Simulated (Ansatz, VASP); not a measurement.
Two plane-wave programs on MoSe

The input INCAR:

```
SYSTEM = MoSe
PREC = Accurate
ENCUT = 500
EDIFF = 1E-6
ISMEAR = 0
SIGMA = 0.1
LREAL = .False.
LASPH = .True.
NELM = 200
ALGO = Normal
ISIF = 2
LWAVE = .False.
LCHARG = .False.
LMAXMIX = 4
LDAU = .True.
LDAUTYPE = 2
LDAUL = 2 -1
LDAUU = 4.38 0
LDAUJ = 0 0
LDAUPRINT = 1
GGA = PE
NBANDS = 17
GGA_COMPAT = .False.
```

Contents of KPOINTS:

```
Automatic mesh
0
Gamma
  12 12 12
  0 0 0
```

File POSCAR:

```
MoSe
1.0
    0.0000000000      2.6586320872      2.6586320872
    2.6586320872      0.0000000000      2.6586320872
    2.6586320872      2.6586320872      0.0000000000
Mo Se
1 1
Direct
    0.0000000000      0.0000000000      0.0000000000
    0.5000000000      0.5000000000      0.5000000000
```

Input for Ansatz:

```yaml
crystal:
  lattice:
    - [0.0, 2.6586320872, 2.6586320872]
    - [2.6586320872, 0.0, 2.6586320872]
    - [2.6586320872, 2.6586320872, 0.0]
  atoms:
    - { symbol: Mo, position: [0.0, 0.0, 0.0] }
    - { symbol: Se, position: [0.5, 0.5, 0.5] }
basis:
  ecutwfc: 420
kpoints:
  mp_grid: { grid: [12, 12, 12] }
hamiltonian:
  xc: pbe
  hubbard: { sites: [{ species: Mo, l: d, u_eff: 4.38 }] }
scf:
  occupations: { method: gaussian, width: 0.1 }
output:
  forces: true
  stress: true
  eigenvalues: true
```

Alike in both runs: task single point; functional PBE; k mesh 12 × 12 × 12; occupations gaussian, width 0.1 eV; no spin polarisation; Hubbard terms Mo d U = 4.38 eV.

|  | VASP | Ansatz |
| --- | --- | --- |
| version | VASP 6.6.1 | Ansatz 0.2.0 |
| potentials or method | VASP PAW PBE potentials, release 64 (Mo_sv, Se), cutoff 500 eV | scalar-relativistic, plane waves, PAW |
| valence electrons in the cell | 20 | 30 |

|  | VASP | Ansatz | Ansatz less VASP |
| --- | --- | --- | --- |
| gap on the k mesh at the Fermi level (eV) | none | none | - |
| pressure (GPa) | -0.9 | -1.5 | -0.66 |

The programs project onto different local orbitals, so the same U acts differently, and such runs can settle in different states. A gap of «none» marks a metal or a gap that the smearing closes. VASP's potentials hold 20 valence electrons a cell and Ansatz's 30, so a difference there can come from the potentials and not from the codes. Ansatz's warnings: filled band counts differ across k points.
